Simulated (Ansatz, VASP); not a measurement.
AlP: VASP beside Ansatz

```xyz
2
Lattice="0.0000 2.7255 2.7936 2.7255 0.0000 2.7936 2.7255 2.7255 0.0000" Properties=species:S:1:pos:R:3 pbc="T T T"
Al    0.0000    0.0000    0.0000
P     4.0882    4.0882    4.1905
```

Change from the starting cell: strain +0.000 along x and y, +0.025 along z, atoms carried along.

Alike in both runs: task single point; functional PBE; k mesh 8 × 8 × 8; occupations gaussian, width 0.05 eV; no spin polarisation.

|  | VASP | Ansatz |
| --- | --- | --- |
| version | VASP 6.6.1 | Ansatz 0.2.0 |
| potentials or method | VASP PAW PBE potentials, release 64 (Al, P), cutoff 500 eV | scalar-relativistic, plane waves, PAW |
| valence electrons in the cell | 8 | 8 |

Ansatz gave:

- gap on the k mesh at the Fermi level (eV): 1.54
- least direct gap on the mesh (eV): 3.09
- pressure (GPa): 0.5
- traceless stress, the component that is largest in VASP (GPa): -1.11

Q: What did VASP give for the same quantities?

A: gap on the k mesh at the Fermi level (eV): 1.54; least direct gap on the mesh (eV): 3.09; pressure (GPa): 0.4; traceless stress, the component that is largest in VASP (GPa): -1.11.
